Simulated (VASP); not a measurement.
# Sc3BP2 (P-3m1) in VASP: a series of runs

Runs on Sc3BP2. Level: PBE. Tasks: single point, relaxation of cell and atoms.

Everything below comes from runs of VASP 6.6.1. Logs are shortened: lines on timing, memory, paths and dates and some standing lists are left out, and cuts for length are marked.

**1. The cell of the first run**

Symmetry: P-3m1, No. 164, trigonal system. Conventional cell: a = 3.653 Å, b = 3.653 Å, c = 9.079 Å, α = 90.00°, β = 90.00°, γ = 120.00°. Within 3.4 Å of Sc (site symmetry 3m) lie 3 B at 2.54 Å and 3 P at 2.62 Å. Sc (site symmetry -3m) has 6 P at 2.63 Å within 3.5 Å. B (site symmetry -3m) has 6 Sc at 2.54 Å within 3.4 Å. Within 3.5 Å of P (site symmetry 3m) lie 6 Sc at 2.62 to 2.63 Å.

**2. Single point, PBE**

File INCAR:

```
PREC = Accurate
ENCUT = 520
EDIFF = 1E-7
ISMEAR = 0
SIGMA = 0.2
LREAL = False
LASPH = True
NELM = 60
ALGO = Normal
ISIF = 2
LWAVE = False
LCHARG = False
GGA = PE
NBANDS = 32
```

File KPOINTS:

```
Automatic mesh
0
Gamma
  5 5 2
```

File POSCAR:

```
Sc3BP2
1.0
    3.6532917155      0.0000000000      0.0000000000
   -1.8266458578      3.1638434331      0.0000000000
    0.0000000000      0.0000000000      9.0793025428
Sc B P
3 1 2
Direct
    0.6666666667      0.3333333333      0.8435625543
    0.3333333333      0.6666666667      0.1564374457
    0.0000000000      0.0000000000      0.5000000000
    0.0000000000      0.0000000000      0.0000000000
    0.3333333333      0.6666666667      0.6728685927
    0.6666666667      0.3333333333      0.3271314073
```

Potentials or basis: VASP PAW PBE potentials, release 64 (Sc_sv, B, P).

The run is started by

```console
$ cat potpaw_PBE.64/Sc_sv/POTCAR potpaw_PBE.64/B/POTCAR potpaw_PBE.64/P/POTCAR > POTCAR
$ mpirun -np 1 vasp_std > vasp.out
```

OUTCAR:

```text
PREC = Accurate
   ENCUT = 520
   EDIFF = 1E-7
   ISMEAR = 0
   LREAL = False
   LASPH = True
   NELM = 60
   ISIF = 2
   GGA = PE

 ion  position               nearest neighbor table
   1  0.667  0.333  0.844-   4 2.54   4 2.54   4 2.54   5 2.62   5 2.62   5 2.62
   2  0.333  0.667  0.156-   4 2.54   4 2.54   4 2.54   6 2.62   6 2.62   6 2.62
   3  0.000  0.000  0.500-   5 2.63   6 2.63   6 2.63   5 2.63   6 2.63   5 2.63
   4  0.000  0.000  0.000-   1 2.54   2 2.54   1 2.54   2 2.54   1 2.54   2 2.54
   5  0.333  0.667  0.673-   1 2.62   1 2.62   1 2.62   3 2.63   3 2.63   3 2.63
   6  0.667  0.333  0.327-   2 2.62   2 2.62   2 2.62   3 2.63   3 2.63   3 2.63

  LATTYP: Found a hexagonal cell.
 ALAT       =     3.6532917155
 C/A-ratio  =     2.4852388612

  Lattice vectors:

 A1 = (   3.6532917155,   0.0000000000,   0.0000000000)
 A2 = (  -1.8266458578,   3.1638434331,   0.0000000000)
 A3 = (   0.0000000000,   0.0000000000,   9.0793025428)

Analysis of symmetry for initial positions (statically):
=====================================================================
 Subroutine PRICEL returns:
 Original cell was already a primitive cell.

 Routine SETGRP: Setting up the symmetry group for a
 hexagonal supercell.

 Subroutine GETGRP returns: Found 12 space group operations
 (whereof 12 operations were pure point group operations)
 out of a pool of 24 trial point group operations.

The static configuration has the point symmetry D_3d.

Analysis of symmetry for dynamics (positions and initial velocities):
=====================================================================
 Subroutine PRICEL returns:
 Original cell was already a primitive cell.

 Routine SETGRP: Setting up the symmetry group for a
 hexagonal supercell.

 Subroutine GETGRP returns: Found 12 space group operations
 (whereof 12 operations were pure point group operations)
 out of a pool of 24 trial point group operations.

The dynamic configuration has the point symmetry D_3d.

 Subroutine INISYM returns: Found 12 space group operations
 (whereof 12 operations are pure point group operations),
 and found     1 'primitive' translations

----------------------------------------------------------------------------------------
[... 85 lines left out ...]
   NELM   =     60;   NELMIN=  2; NELMDL= -5     # of ELM steps
   EDIFF  = 0.1E-06   stopping-criterion for ELM
   LREAL  =      F    real-space projection
   EDIFFG = 0.1E-05   stopping-criterion for IOM
   NSW    =      0    number of steps for IOM
   IBRION =     -1    ionic relax: 0-MD 1-quasi-New 2-CG
   NFREE  =      0    steps in history (QN), initial steepest desc. (CG)
   ISIF   =      2    stress and relaxation
   ISYM   =      2    0-nonsym 1-usesym 2-fastsym
   POTIM  = 0.5000    time-step for ionic-motion
   TEBEG  =    0.0;   TEEND  =   0.0 temperature during run
   PSTRESS=    0.0 pullay stress
   NELECT =      46.0000    total number of electrons
   NUPDOWN=      -1.0000    fix difference up-down
   EMIN   =  10.00;   EMAX   =-10.00  energy-range for DOS
   EFERMI =   0.00;   METHOD = LEGACY
   ISMEAR =     0;   SIGMA  =   0.20  broadening in eV -4-tet -1-fermi 0-gaus
   EFERMI_NEDOS =   21; number of points for ismear=-14 and -15
   IALGO  =     38    algorithm
   IMIX   =      4    mixing-type and parameters
     AMIX     =   0.40;   BMIX     =  1.00
     AMIX_MAG =   1.60;   BMIX_MAG =  1.00
  volume/ion in A,a.u.               =      17.49       118.03
  Fermi-wavevector in a.u.,A,eV,Ry     =   1.243589  2.350042 21.041591  1.546513
  Thomas-Fermi vector in A             =   2.377893
   LORBIT       =      0    0 simple, 1 ext, 2 COOP (PROOUT), +10 PAW based schemes
   GGA     = PE    functional components
   LHFCALC =     F    Hartree Fock is set to
   AEXX    =    0.0000 exact exchange contribution
   IVDW    =     0    specifies the selected vdW correction
   LEPSILON=     F    determine dielectric tensor
   LRPA    =     F    only Hartree local field effects (RPA)
 non-spin polarized calculation
 Gauss-broadening in eV      SIGMA  =   0.20
  energy-cutoff  :      520.00
  volume of cell :      104.94
 maximum number of plane-waves:      2836
 NGX is ok and might be reduce to    28
   NGX = 13   NGY = 13   NGZ = 33

 number of electron      45.9999997 magnetization

 Free energy of the ion-electron system (eV)
  ---------------------------------------------------
  ext. energy  EPLUGINS =         0.00000000
  ---------------------------------------------------
  free energy    TOTEN  =       -41.59616632 eV

  energy without entropy =      -41.52364163  energy(sigma->0) =      -41.55990398

 E-fermi :   4.7686     XC(G=0): -10.5837

 val. band max:        4.7602462808   @ k =   0.4000   0.2000   0.0000
 cond. band min:       4.7986552257   @ k =   0.0000   0.0000   0.5000
 fundamental gap:      0.0384089449
 Fermi energy:         4.7686445925

 k-point     1 :       0.0000    0.0000    0.0000
  band No.  band energies     occupation
      1     -44.0839      2.00000
      2     -43.7851      2.00000
      3     -43.7740      2.00000
      4     -22.7651      2.00000
      5     -22.6856      2.00000
      6     -22.6856      2.00000
[... 339 lines left out ...]
     31       8.5605      0.00000
     32       8.5645      0.00000

------------------------ aborting loop because EDIFF is reached ----------------------------------------

  FORCE on cell =-STRESS in cart. coord.  units (eV):
  Direction    XX          YY          ZZ          XY          YZ          ZX
  --------------------------------------------------------------------------------------
  -------------------------------------------------------------------------------------
  Total        0.0535090      0.0535090      0.0921949     -0.0000000      0.0000000      0.0000000
  in kB        0.8169317      0.8169317      1.4075558     -0.0000000      0.0000000      0.0000000
  external PRESSURE =       1.0138064 kB  Pullay stress =       0.0000000 kB

 VOLUME and BASIS-vectors are now :
 -----------------------------------------------------------------------------
  energy-cutoff  :      520.00
  volume of cell :      104.94
      direct lattice vectors                 reciprocal lattice vectors
     3.653291715  0.000000000  0.000000000     0.273725746  0.158035633  0.000000000
    -1.826645858  3.163843433  0.000000000     0.000000000  0.316071266  0.000000000
     0.000000000  0.000000000  9.079302543     0.000000000  0.000000000  0.110140619

 POSITION                                       TOTAL-FORCE (eV/Angst)
 -----------------------------------------------------------------------------------
      1.82665      1.05461      7.65896        -0.000000     -0.000000     -0.011773
     -0.00000      2.10923      1.42034         0.000000      0.000000      0.011773
      0.00000      0.00000      4.53965         0.000000      0.000000      0.000000
      0.00000      0.00000      0.00000         0.000000      0.000000      0.000000
     -0.00000      2.10923      6.10918        -0.000000     -0.000000     -0.008359
      1.82665      1.05461      2.97013        -0.000000      0.000000      0.008359
 -----------------------------------------------------------------------------------
    total drift:                               -0.000000      0.000000      0.000000

  FREE ENERGIE OF THE ION-ELECTRON SYSTEM (eV)
  ---------------------------------------------------
  free  energy   TOTEN  =       -41.5961663231 eV

  energy  without entropy=      -41.5236416339  energy(sigma->0) =      -41.55990398
```

Wall time 40 s (1 thread of AMD EPYC 9R45 (Zen 5), shared host); peak memory 0.2 GiB.

What came out:

```
Free energy            : -41.5962 eV
Pressure               : 0.1 GPa
Largest force          : 0.012 eV/Å
Band gap on the k mesh : zero (band 23 reaches 6.49 eV, above the bottom of band 24 at 4.55 eV)
```

Forces on the atoms (eV/Å):
```
Sc   0.000  0.000 -0.012
Sc   0.000  0.000  0.012
Sc   0.000  0.000  0.000
B    0.000  0.000  0.000
P    0.000  0.000 -0.008
P    0.000  0.000  0.008
```

Levels at points of the mesh, in eV from the Fermi level:
| k point | band 19 | band 20 | band 21 | band 22 | band 23 | band 24 | band 25 | band 26 | band 27 | band 28 |
| --- | --- | --- | --- | --- | --- | --- | --- | --- | --- | --- |
| (0.00, 0.00, 0.00) | -1.13 | -0.58 | -0.58 | 1.62 | 1.73 | 1.73 | 1.78 | 2.00 | 2.00 | 2.20 |
| (0.00, 0.00, 0.50) | -0.66 | -0.21 | 0.03 | 0.03 | 0.63 | 0.63 | 2.00 | 2.00 | 2.33 | 2.33 |

Caveat: the k points lie up to 0.40 Å⁻¹ apart.

**3. Relaxation of cell and atoms, PBE**

This run uses another cell than the first one, of 16.37 Å³/atom, 0.936 times its volume.

File INCAR:

```
SYSTEM = Sc3BP2
PREC = Accurate ; ENCUT = 600
EDIFF = 1E-6 ; ISMEAR = 0
SIGMA = 0.2 ; LREAL = .FALSE.
LASPH = .TRUE. ; NELM = 60
ALGO = Normal ; ISIF = 3
LWAVE = .FALSE. ; LCHARG = .FALSE.
GGA = PE ; IBRION = 2
NSW = 36 ; EDIFFG = -0.08
```

File KPOINTS:

```
Automatic mesh
0
G
  5 5 2
  0 0 0
```

File POSCAR:

```
Sc3BP2
1.0
    3.5900000000      0.0000000000      0.0000000000
   -1.7950000000      3.1090312000      0.0000000000
    0.0000000000      0.0000000000      8.8000000000
Sc B P
3 1 2
Direct
    0.6666666700      0.3333333300      0.8400000000
    0.3333333300      0.6666666700      0.1600000000
    0.0000000000      0.0000000000      0.5000000000
    0.0000000000      0.0000000000      0.0000000000
    0.3333333300      0.6666666700      0.6666670000
    0.6666666700      0.3333333300      0.3333330000
```

Potentials or basis: VASP PAW PBE potentials, release 64 (Sc_sv, B, P).

The run is started by

```console
$ cat potpaw_PBE.64/Sc_sv/POTCAR potpaw_PBE.64/B/POTCAR potpaw_PBE.64/P/POTCAR > POTCAR
$ mpirun -np 1 vasp_std > vasp.out
```

It took 2.2 min on 1 thread of AMD EPYC 9R45 (Zen 5), shared host; peak memory 0.22 GiB.

The run converged. Its results:

```
Free energy                            : -41.5960 eV
Relaxed volume                         : 17.53 Å³/atom
Relaxed cell                           : a = 3.654 Å, b = 3.654 Å, c = 9.097 Å, α = 90.00°, β = 90.00°, γ = 120.00°
Space group after relaxing (to 0.05 Å) : P-3m1 (No. 164)
Energy gained by relaxing              : 33.3 meV/atom
Ionic steps                            : 6
Pressure after relaxing                : 0.0 GPa
Largest force after relaxing           : 0.066 eV/Å
Band gap on the k mesh                 : zero (band 23 reaches 6.48 eV, above the bottom of band 24 at 4.52 eV)
```

Forces on the atoms (eV/Å):
```
Sc   0.000  0.000  0.066
Sc   0.000  0.000 -0.066
Sc   0.000  0.000  0.000
B    0.000  0.000  0.000
P    0.000  0.000 -0.015
P    0.000  0.000  0.015
```

Step by step:
| step | energy change (eV) | largest force (eV/Å) | pressure (GPa) | volume (Å³) |
| --- | --- | --- | --- | --- |
| 1 | 0.0000 | 0.5742 | 7.88 | 98.22 |
| 2 | -0.1271 | 0.2037 | -4.09 | 110.12 |
| 3 | -0.1843 | 0.3217 | -0.31 | 105.62 |
| 4 | -0.1939 | 0.1649 | -0.17 | 105.42 |
| 5 | -0.1981 | 0.1291 | 0.02 | 105.17 |
| 6 | -0.1995 | 0.0665 | -0.03 | 105.18 |

Final structure:
```
Sc B P
1.0
     3.65377    0.00000    0.00000
    -1.82689    3.16426    0.00000
     0.00000    0.00000    9.09718
Sc B P
3 1 2
Direct
  0.66667 0.33333 0.84242
  0.33333 0.66667 0.15758
  0.00000 0.00000 0.50000
  0.00000 0.00000 0.00000
  0.33333 0.66667 0.67250
  0.66667 0.33333 0.32750
```

Levels at points of the mesh, in eV from the Fermi level:
```csv
k point,band 20,band 21,band 22,band 23,band 24,band 25,band 26,band 27
"(0.00, 0.00, 0.00)",-0.57,-0.57,1.60,1.72,1.72,1.78,2.01,2.01
"(0.00, 0.00, 0.50)",-0.20,0.02,0.02,0.65,0.65,2.00,2.00,2.34
```

Caveat: the k points lie up to 0.40 Å⁻¹ apart in the final cell; the relaxation stopped at a loose force limit of 0.08 eV/Å, so its end isn't a converged minimum.
